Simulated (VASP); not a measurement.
Co:

```xyz
2
Lattice="2.5074 0.0000 0.0000 -1.2537 2.1715 0.0000 0.0000 0.0000 4.0699" Properties=species:S:1:pos:R:3 pbc="T T T"
Co    0.0000    1.4476    1.0175
Co    1.2537    0.7238    3.0524
```

| Property | Result |
| --- | --- |
| Program | VASP 6.6.1 |
| Task | relaxation of cell and atoms |
| Functional | PBEsol |
| Potentials or basis | VASP PAW PBE potentials, release 64 (Co_sv) |
| Cutoff | 690 eV |
| k mesh | 12 × 12 × 6 |
| Occupations | fermi-dirac, width 0.02 eV |
| Spin | collinear spin, ferromagnetic start |
| Starting moments | [2.5, 2.5] μB |

At the start: pressure -14.1 GPa; volume 11.08 Å³/atom.

Task: Where does the relaxation end?

Result: Over 6 steps the energy falls by 35.8 meV/atom and the volume is 10.29 Å³/atom (-7.1 %); space group P6_3/mmc (No. 194, to 0.1 Å) before and after; moment 3.05 μB per cell.

Step by step:
| step | energy change (eV) | largest force (eV/Å) | pressure (GPa) | volume (Å³) |
| --- | --- | --- | --- | --- |
| 1 | 0.0000 | 0.0000 | -14.12 | 22.16 |
| 2 | 0.0186 | 0.0000 | 21.84 | 19.17 |
| 3 | -0.0711 | 0.0000 | -0.33 | 20.65 |
| 4 | -0.0711 | 0.0000 | 0.01 | 20.62 |
| 5 | -0.0711 | 0.0000 | 0.36 | 20.59 |
| 6 | -0.0716 | 0.0000 | 0.43 | 20.59 |

Final structure:
```cif
data_structure
_symmetry_space_group_name_H-M 'P 1'
_symmetry_Int_Tables_number 1
_cell_length_a 2.4532
_cell_length_b 2.4532
_cell_length_c 3.9499
_cell_angle_alpha 90.000
_cell_angle_beta 90.000
_cell_angle_gamma 120.000
_cell_volume 20.59
loop_
_atom_site_label
_atom_site_type_symbol
_atom_site_fract_x
_atom_site_fract_y
_atom_site_fract_z
_atom_site_occupancy
Co1 Co 0.33333 0.66667 0.25000 1
Co2 Co 0.66667 0.33333 0.75000 1
```

Caveat: the PAW data sets were made with another functional, which shifts forces and pressure a little.
